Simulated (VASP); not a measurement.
Crystal: TiTe2.

```
Ti Te
1.0
     3.73095    0.00000    0.00000
    -1.86548    3.23110    0.00000
     0.00000    0.00000    6.82843
Ti Te
1 2
Direct
  0.00000 0.00000 0.00000
  0.66667 0.33333 0.25086
  0.33333 0.66667 0.74914
```

This cell differs from its parent crystal: volume scaled by 0.97.

```yaml
Program: VASP 6.6.1
Task: relaxation of shape and atoms at fixed volume
Functional: PBE
Potentials_or_basis: VASP PAW PBE potentials, release 64 (Ti_sv, Te)
Cutoff: 600 eV
k_mesh: 12 × 12 × 8
Occupations: gaussian, width 0.1 eV
Spin: no spin polarisation
```

At the start: pressure 1.9 GPa; volume 27.44 Å³/atom.

Problem. Where does the relaxation end?

Solution. Over 6 steps the energy falls by 4.1 meV/atom; space group P-3m1 (No. 164, to 0.05 Å).

The path:
```csv
step,energy change (eV),largest force (eV/Å),pressure (GPa),volume (Å³)
1,0.0000,0.2933,1.91,82.32
2,-0.0063,0.1563,1.40,82.32
3,-0.0086,0.0002,0.80,82.32
4,-0.0104,0.0025,0.68,82.32
5,-0.0122,0.0109,0.33,82.32
6,-0.0123,0.0090,0.39,82.32
```

Final structure:
```cif
data_structure
_symmetry_space_group_name_H-M 'P 1'
_symmetry_Int_Tables_number 1
_cell_length_a 3.7604
_cell_length_b 3.7604
_cell_length_c 6.7218
_cell_angle_alpha 90.000
_cell_angle_beta 90.000
_cell_angle_gamma 120.000
_cell_volume 82.32
loop_
_atom_site_label
_atom_site_type_symbol
_atom_site_fract_x
_atom_site_fract_y
_atom_site_fract_z
_atom_site_occupancy
Ti1 Ti 0.00000 0.00000 0.00000 1
Te1 Te 0.66667 0.33333 0.25744 1
Te2 Te 0.33333 0.66667 0.74256 1
```

Caveat: the cell differs from its parent crystal (volume scaled by 0.97); this functional lacks dispersion, which binds the layers, so the pressure and a relaxed spacing across them are unreliable.
